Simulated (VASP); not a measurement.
Write the native input for VASP 6.6.1 that does the following.

| Item | Value |
| --- | --- |
| Task | single point |
| Functional | PBE |
| Potentials or basis | VASP PAW PBE potentials, release 64 (Re_sv_GW) |
| Cutoff | 560 eV |
| k mesh | 9 × 9 × 13 |
| Occupations | fermi-dirac, width 0.1 eV |
| Spin | no spin polarisation |
| Dipole correction | no |
| Further INCAR settings | ALGO = Normal; EDIFF = 1e-06; NBANDS = 30 |

The structure of Re lies in POSCAR:

```
Re
1.0
    4.3211087628      0.0000000000      0.0000000000
   -2.1605543814      3.7421899611      0.0000000000
    0.0000000000      0.0000000000      2.7072422592
Re
3
Direct
    0.0000000000      0.0000000000      1.0000000000
    0.3333333333      0.6666666667      0.5000000000
    0.6666666667      0.3333333333      0.5000000000
```

This isn't the form of Re at room conditions, which is hcp.

The input as run:

INCAR

```
ALGO = Normal
EDIFF = 1E-6
ENCUT = 560
GGA = PE
GGA_COMPAT = F
ISIF = 2
ISMEAR = -1
LASPH = T
LCHARG = F
LREAL = F
LWAVE = F
NBANDS = 30
NELM = 120
PREC = Accurate
SIGMA = 0.1
```

KPOINTS

```
k-points
0
Gamma
  9 9 13
```

Potentials or basis: VASP PAW PBE potentials, release 64 (Re_sv_GW).

The run is started by

```console
$ cat potpaw_PBE.64/Re_sv_GW/POTCAR > POTCAR
$ mpirun -np 1 vasp_std > vasp.out
```

Results of the run:

```yaml
Pressure: 14.0 GPa
Band_gap_on_the_k_mesh: zero (an odd number of electrons rules out a gap without spin polarisation)
```

Caveat: the cell stands under pressure; spin-orbit coupling is left out, which moves the levels of the heavy elements.

It took 2 min on 1 thread of Intel(R) Xeon(R) Platinum 8375C CPU @ 2.90GHz (Ice Lake) (shared host), peak memory 0.25 GiB.
